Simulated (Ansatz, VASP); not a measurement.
## CaTeI3 in VASP and in Ansatz

```
Ca Te I
1.0
     4.11987    2.37861    3.46149
    -4.11987    2.37861    3.46149
     0.00000   -4.75721    3.46149
Ca Te I
1 1 3
Direct
  0.00130 0.00130 0.00130
  0.47708 0.47708 0.47708
  0.02867 0.50547 0.50547
  0.50547 0.50547 0.02867
  0.50547 0.02867 0.50547
```

Change from the starting cell: species swapped into the CsGeBr3 type (R3m, No. 160).

Alike in both runs: task relaxation of cell and atoms; functional PBE; k mesh 3 × 3 × 3; occupations gaussian, width 0.1 eV; no spin polarisation.

|  | VASP | Ansatz |
| --- | --- | --- |
| version | VASP 6.6.1 | Ansatz 0.2.0 |
| potentials or method | VASP PAW PBE potentials, release 64 (Ca_sv, Te, I), cutoff 600 eV | scalar-relativistic, plane waves, PAW |
| valence electrons in the cell | 37 | 77 |

Ansatz gave:

* gap on the k mesh at the Fermi level, each at its own relaxed structure (eV): none
* relaxed volume (Å³/atom): 61.70
* relaxed length of the cell vector where the two differ most in proportion (Å): 6.758

Task: Which values does VASP return?

Result: gap on the k mesh at the Fermi level, each at its own relaxed structure (eV): none; relaxed volume (Å³/atom): 60.94; relaxed length of the cell vector where the two differ most in proportion (Å): 6.738.

A gap of «none» marks a metal or a gap that the smearing closes. VASP's potentials hold 37 valence electrons a cell and Ansatz's 77, so a difference there can come from the potentials and not from the codes.

Spin-orbit coupling is off throughout. Noted on VASP's run: the volume moved by over 15 % at a fixed basis, so the end points are rough.
